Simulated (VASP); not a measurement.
Set up this calculation in VASP 6.6.1, as the native input.

```
Task                   : single point
Functional             : PBEsol
Potentials or basis    : VASP PAW PBE potentials, release 64 (Si, Ni)
Cutoff                 : 520 eV
k mesh                 : 8 × 12 × 8
Occupations            : gaussian, width 0.15 eV
Spin                   : no spin polarisation
Dipole correction      : no
Further INCAR settings : ALGO = Normal; EDIFF = 1e-06; NBANDS = 38
```

The structure of SiNi lies in POSCAR:

```
SiNi
1.0
    5.2404631505      0.0000000000      0.0000000000
    0.0000000000      3.4585046856      0.0000000000
    0.0000000000      0.0000000000      5.6936649999
Si Ni
4 4
Direct
    0.3214276689      0.7500000000      0.0865554891
    0.1785723311      0.2500000000      0.5865554891
    0.8214276689      0.7500000000      0.4134445109
    0.6785723311      0.2500000000      0.9134445109
    0.0093007299      0.2500000000      0.1873863599
    0.4906992701      0.7500000000      0.6873863599
    0.5093007299      0.2500000000      0.3126136401
    0.9906992701      0.7500000000      0.8126136401
```

This cell differs from its parent crystal: strain +0.030 along x and y, +0.030 along z.

These files were run (other wordings do the same):

INCAR

```
SYSTEM = SiNi
ALGO = Normal
EDIFF = 1E-6
ENCUT = 520
GGA = PS
ISIF = 2
ISMEAR = 0
LASPH = .TRUE.
LCHARG = .FALSE.
LREAL = .FALSE.
LWAVE = .FALSE.
NBANDS = 38
NELM = 80
PREC = Accurate
SIGMA = 0.15
```

KPOINTS

```
k-points
0
G
  8 12 8
  0 0 0
```

Potentials or basis: VASP PAW PBE potentials, release 64 (Si, Ni).

Run with:

```console
$ cat potpaw_PBE.64/Si/POTCAR potpaw_PBE.64/Ni/POTCAR > POTCAR
$ mpirun -np 1 vasp_std > vasp.out
```

It gave:

```yaml
Pressure: -13.9 GPa
Largest_force: 0.205 eV/Å
Band_gap_on_the_k_mesh: zero (bands 28 and 29 overlap by 1.71 eV)
```

Caveat: the cell differs from its parent crystal (strain +0.030 along x and y, +0.030 along z); the cell stands under tension; the PAW data sets were made with another functional, which shifts forces and pressure a little.

Run time: 8.6 min on 1 thread of Intel(R) Xeon(R) Platinum 8259CL CPU @ 2.50GHz (Skylake/Cascade Lake) (shared host), peak memory 0.58 GiB.
